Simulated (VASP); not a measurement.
# BiSe4 (Fd-3m) in VASP: notebook, part 2 of 2

VASP 6.6.1.

**5. Relaxation of cell and atoms, PBE**

INCAR reads:

```
PREC = Accurate
ENCUT = 600
EDIFF = 1E-6
ISMEAR = 0
SIGMA = 0.1
LREAL = F
LASPH = T
NELM = 80
ALGO = Normal
ISIF = 3
LWAVE = F
LCHARG = F
GGA = PE
IBRION = 2
NSW = 90
EDIFFG = -0.04
```

KPOINTS reads:

```
regular mesh
0
Gamma
  4 4 4
```

POSCAR reads:

```
BiSe4
1.0
    0.0000000000      5.2303155800      5.2303155800
    5.2303155800      0.0000000000      5.2303155800
    5.2303155800      5.2303155800      0.0000000000
Bi Se
2 8
Direct
    0.0000000000      0.0000000000      0.0000000000
    0.2500000000      0.2500000000      0.2500000000
    0.8570681600      0.8570681600      0.8570681600
    0.8570681600      0.8570681600      0.4287955200
    0.8570681600      0.4287955200      0.8570681600
    0.4287955200      0.8570681600      0.8570681600
    0.3929318400      0.3929318400      0.8212044800
    0.3929318400      0.3929318400      0.3929318400
    0.3929318400      0.8212044800      0.3929318400
    0.8212044800      0.3929318400      0.3929318400
```

Potentials or basis: VASP PAW PBE potentials, release 64 (Bi_d, Se).

Command:

```console
$ cat potpaw_PBE.64/Bi_d/POTCAR potpaw_PBE.64/Se/POTCAR > POTCAR
$ mpirun -np 1 vasp_std > vasp.out
```

OUTCAR:

```text
PREC = Accurate
   ENCUT = 600
   EDIFF = 1E-6
   ISMEAR = 0
   LREAL = F
   LASPH = T
   NELM = 80
   ISIF = 3
   GGA = PE
   IBRION = 2
   NSW = 90
   EDIFFG = -0.04

 ion  position               nearest neighbor table
   1  0.000  0.000  0.000-   4 2.59   5 2.59   6 2.59   3 2.59
   2  0.250  0.250  0.250-   7 2.59   9 2.59  10 2.59   8 2.59
   3  0.857  0.857  0.857-   1 2.59
   4  0.857  0.857  0.429-   1 2.59
   5  0.857  0.429  0.857-   1 2.59
   6  0.429  0.857  0.857-   1 2.59
   7  0.393  0.393  0.821-   2 2.59
   8  0.393  0.393  0.393-   2 2.59
   9  0.393  0.821  0.393-   2 2.59
  10  0.821  0.393  0.393-   2 2.59

  LATTYP: Found a face centered cubic cell.
 ALAT       =    10.4606311600

  Lattice vectors:

 A1 = (   0.0000000000,   5.2303155800,   5.2303155800)
 A2 = (   5.2303155800,   0.0000000000,   5.2303155800)
 A3 = (   5.2303155800,   5.2303155800,   0.0000000000)

Analysis of symmetry for initial positions (statically):
=====================================================================
 Subroutine PRICEL returns:
 Original cell was already a primitive cell.

 Routine SETGRP: Setting up the symmetry group for a
 face centered cubic supercell.

 Subroutine GETGRP returns: Found 48 space group operations
 (whereof 24 operations were pure point group operations)
 out of a pool of 48 trial point group operations.

The static configuration has the point symmetry T_d .
 The point group associated with its full space group is O_h .

Analysis of symmetry for dynamics (positions and initial velocities):
=====================================================================
 Subroutine PRICEL returns:
 Original cell was already a primitive cell.

 Routine SETGRP: Setting up the symmetry group for a
 face centered cubic supercell.

 Subroutine GETGRP returns: Found 48 space group operations
 (whereof 24 operations were pure point group operations)
 out of a pool of 48 trial point group operations.

[... 107 lines left out ...]
   ISYM   =      2    0-nonsym 1-usesym 2-fastsym
   POTIM  = 0.5000    time-step for ionic-motion
   TEBEG  =    0.0;   TEEND  =   0.0 temperature during run
   PSTRESS=    0.0 pullay stress
   NELECT =      78.0000    total number of electrons
   NUPDOWN=      -1.0000    fix difference up-down
   EMIN   =  10.00;   EMAX   =-10.00  energy-range for DOS
   EFERMI =   0.00;   METHOD = LEGACY
   ISMEAR =     0;   SIGMA  =   0.10  broadening in eV -4-tet -1-fermi 0-gaus
   EFERMI_NEDOS =   21; number of points for ismear=-14 and -15
   IALGO  =     38    algorithm
   IMIX   =      4    mixing-type and parameters
     AMIX     =   0.40;   BMIX     =  1.00
     AMIX_MAG =   1.60;   BMIX_MAG =  1.00
  volume/ion in A,a.u.               =      28.62       193.11
  Fermi-wavevector in a.u.,A,eV,Ry     =   1.061456  2.005860 15.329519  1.126688
  Thomas-Fermi vector in A             =   2.196872
   LORBIT       =      0    0 simple, 1 ext, 2 COOP (PROOUT), +10 PAW based schemes
   GGA     = PE    functional components
   LHFCALC =     F    Hartree Fock is set to
   AEXX    =    0.0000 exact exchange contribution
   IVDW    =     0    specifies the selected vdW correction
   LEPSILON=     F    determine dielectric tensor
   LRPA    =     F    only Hartree local field effects (RPA)
 conjugate gradient relaxation of ions
 non-spin polarized calculation
 Gauss-broadening in eV      SIGMA  =   0.10
  energy-cutoff  :      600.00
  volume of cell :      286.16
 maximum number of plane-waves:      9577
   NGX = 29   NGY = 29   NGZ = 29

--------------------------------------- Ionic step        1  -------------------------------------------

 number of electron      77.9999996 magnetization

 Free energy of the ion-electron system (eV)
  ---------------------------------------------------
  ext. energy  EPLUGINS =         0.00000000
  ---------------------------------------------------
  free energy    TOTEN  =       -30.29078070 eV

  energy without entropy =      -30.19060388  energy(sigma->0) =      -30.24069229

------------------------ aborting loop because EDIFF is reached ----------------------------------------

  FORCE on cell =-STRESS in cart. coord.  units (eV):
  Direction    XX          YY          ZZ          XY          YZ          ZX
  --------------------------------------------------------------------------------------
  -------------------------------------------------------------------------------------
  Total        3.1266522      3.1266522      3.1266522      0.0000000     -0.0000000     -0.0000000
  in kB       17.5055790     17.5055790     17.5055790      0.0000000     -0.0000000     -0.0000000
  external PRESSURE =      17.5055790 kB  Pullay stress =       0.0000000 kB
[... 163 lines left out ...]
--------------------------------------- Ionic step        5  -------------------------------------------

 number of electron      77.9999994 magnetization

 Free energy of the ion-electron system (eV)
  ---------------------------------------------------
  ext. energy  EPLUGINS =         0.00000000
  ---------------------------------------------------
  free energy    TOTEN  =       -31.04250908 eV

  energy without entropy =      -30.92950012  energy(sigma->0) =      -30.98600460

 E-fermi :   3.4718     XC(G=0):  -9.1981

 val. band max:        3.4624153116   @ k =   0.2500   0.2500   0.0000
 cond. band min:       3.4849839447   @ k =  -0.2500   0.2500   0.0000
 fundamental gap:      0.0225686331
 Fermi energy:         3.4718259251

 k-point     1 :       0.0000    0.0000    0.0000
  band No.  band energies     occupation
      1     -19.4555      2.00000
      2     -19.4555      2.00000
      3     -19.4555      2.00000
      4     -19.4518      2.00000
      5     -19.4518      2.00000
      6     -19.4518      2.00000
[... 418 lines left out ...]
  FREE ENERGIE OF THE ION-ELECTRON SYSTEM (eV)
  ---------------------------------------------------
  free  energy   TOTEN  =       -31.0425090807 eV

  energy  without entropy=      -30.9295001243  energy(sigma->0) =      -30.98600460

 reached required accuracy - stopping structural energy minimisation
```

It took 7.1 min on 1 thread of AMD EPYC 9R45 (Zen 5), shared host; peak memory 0.55 GiB.

What came out:

| Quantity | Value |
| --- | --- |
| Free energy | -31.0425 eV |
| Relaxed volume | 28.45 Å³/atom |
| Relaxed cell | a = 7.382 Å, b = 7.382 Å, c = 7.382 Å, α = 60.00°, β = 60.00°, γ = 60.00° |
| Space group after relaxing (to 0.1 Å) | Fd-3m (No. 227) |
| Energy gained by relaxing | 75.2 meV/atom |
| Ionic steps | 5 |
| Pressure after relaxing | 0.2 GPa |
| Largest force after relaxing | 0.014 eV/Å |
| Band gap on the k mesh | zero (bands 39 and 40 overlap by 0.32 eV) |

Forces in eV/Å, atoms in the order of the input:
```
Bi   0.000  0.000  0.000
Bi   0.000  0.000  0.000
Se   0.008  0.008  0.008
Se  -0.008 -0.008  0.008
Se  -0.008  0.008 -0.008
Se   0.008 -0.008 -0.008
Se   0.008  0.008 -0.008
Se  -0.008 -0.008 -0.008
Se   0.008 -0.008  0.008
Se  -0.008  0.008  0.008
```

The path:
```csv
step,energy change (eV),largest force (eV/Å),pressure (GPa),volume (Å³)
1,0.0000,0.9962,1.75,286.16
2,-0.3221,0.5912,-1.07,299.31
3,-0.3547,0.4708,-1.99,305.17
4,-0.6313,0.3260,-1.25,295.21
5,-0.7517,0.0143,0.21,284.48
```

Final structure:
```
CELL_PARAMETERS angstrom
0.00000 5.22005 5.22005
5.22005 0.00000 5.22005
5.22005 5.22005 0.00000
ATOMIC_POSITIONS crystal
Bi 0.00000 0.00000 0.00000
Bi 0.25000 0.25000 0.25000
Se 0.84721 0.84721 0.84721
Se 0.84721 0.84721 0.45837
Se 0.84721 0.45837 0.84721
Se 0.45837 0.84721 0.84721
Se 0.40279 0.40279 0.79163
Se 0.40279 0.40279 0.40279
Se 0.40279 0.79163 0.40279
Se 0.79163 0.40279 0.40279
```

Caveat: spin-orbit coupling is left out, which moves the levels of the heavy elements.

**6. The runs side by side**

```tsv
task	cell	k mesh	cutoff (eV)	gap on the mesh (eV)	pressure (GPa)	largest force (eV/Å)
single point	a = 7.397 Å, angles 60.0°, 10 atoms, atomic positions A	4 × 4 × 4	520	none	1.7	1.00
single point	a = 7.389 Å, angles 60.0°, 10 atoms, atomic positions B	4 × 4 × 4	520	none	0.0	0.07
single point	a = 7.389 Å, angles 60.0°, 10 atoms, atomic positions C	6 × 6 × 6	520	none	0.0	0.02
relaxation of cell and atoms	relaxed from a = 7.397 Å, angles 60.0°, 10 atoms, atomic positions A	4 × 4 × 4	600	none	0.2	0.01
```

Alike in all rows: level PBE; potentials or basis VASP PAW PBE potentials, release 64 (Bi_d, Se); no spin polarisation; smearing gaussian 0.1 eV.

Caveats: spin-orbit coupling is left out, which moves the levels of the heavy elements.

Absolute energies hang on the potentials; compare differences alone.

The gap in the log of VASP goes by the Fermi energy; the results here count the filled bands.